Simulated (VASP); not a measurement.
HgTe (Coloradoite), 2 atoms in the cell. It takes space group F-43m (No. 216, cubic). Conventional cell: a = 6.514 Å, b = 6.514 Å, c = 6.514 Å, α = 90.00°, β = 90.00°, γ = 90.00°. Hg (site symmetry -43m) has 4 Te at 2.82 Å within 3.7 Å. Within 3.7 Å of Te (site symmetry -43m) lie 4 Hg at 2.82 Å. 

| Item | Value |
| --- | --- |
| Program | VASP 6.6.1 |
| Task | single point |
| Functional | BLYP |
| Potentials or basis | VASP PAW PBE potentials, release 64 (Hg, Te) |
| Cutoff | 520 eV |
| k mesh | 7 × 7 × 7 |
| Occupations | fermi-dirac, width 0.05 eV |
| Spin | no spin polarisation |
| Dipole correction | no |
| Further INCAR settings | ALGO = Normal; EDIFF = 1e-07; NBANDS = 16 |

Potentials or basis: VASP PAW PBE potentials, release 64 (Hg, Te).

Run with:

```console
$ cat potpaw_PBE.64/Hg/POTCAR potpaw_PBE.64/Te/POTCAR > POTCAR
$ mpirun -np 1 vasp_std > vasp.out
```

Hardware: 1 thread of Intel(R) Xeon(R) 6975P-C (Granite Rapids), with other jobs on the host.

Q: Estimate the wall time of this run.

A: Run time: 21 s on 1 thread of Intel(R) Xeon(R) 6975P-C (Granite Rapids), with other jobs on the host, peak memory 0.21 GiB. Counts: scf iterations 13, k points 20.
